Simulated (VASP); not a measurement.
Si24O47 (a cell with a defect), 71 atoms in the cell. The cell holds a defect, 71 atoms: a = 8.389 Å, b = 8.389 Å, c = 8.036 Å, α = 90.00°, β = 90.00°, γ = 90.00°. 

| Property | Result |
| --- | --- |
| Program | VASP 6.6.1 |
| Task | single point |
| Functional | PBEsol |
| Potentials or basis | VASP PAW PBE potentials, release 64 (Si, O) |
| Cutoff | 520 eV |
| k mesh | 1 × 1 × 1 |
| Occupations | fermi-dirac, width 0.05 eV |
| Spin | no spin polarisation |
| Dipole correction | no |
| Charge | 2 |
| Further INCAR settings | LREAL = Auto; ALGO = Normal; EDIFF = 1e-07; NBANDS = 230; NELECT = 376.0 |

Potentials or basis: VASP PAW PBE potentials, release 64 (Si, O).

The run is started by

```console
$ cat potpaw_PBE.64/Si/POTCAR potpaw_PBE.64/O/POTCAR > POTCAR
$ mpirun -np 1 vasp_gam > vasp.out
```

Hardware: 1 thread of Intel(R) Xeon(R) Platinum 8375C CPU @ 2.90GHz (Ice Lake), with other jobs on the host.

Question: How long does it take, and how much memory?

Answer: Run time: 2.2 min on 1 thread of Intel(R) Xeon(R) Platinum 8375C CPU @ 2.90GHz (Ice Lake), with other jobs on the host, peak memory 0.51 GiB. Counts: scf iterations 17, k points 1.
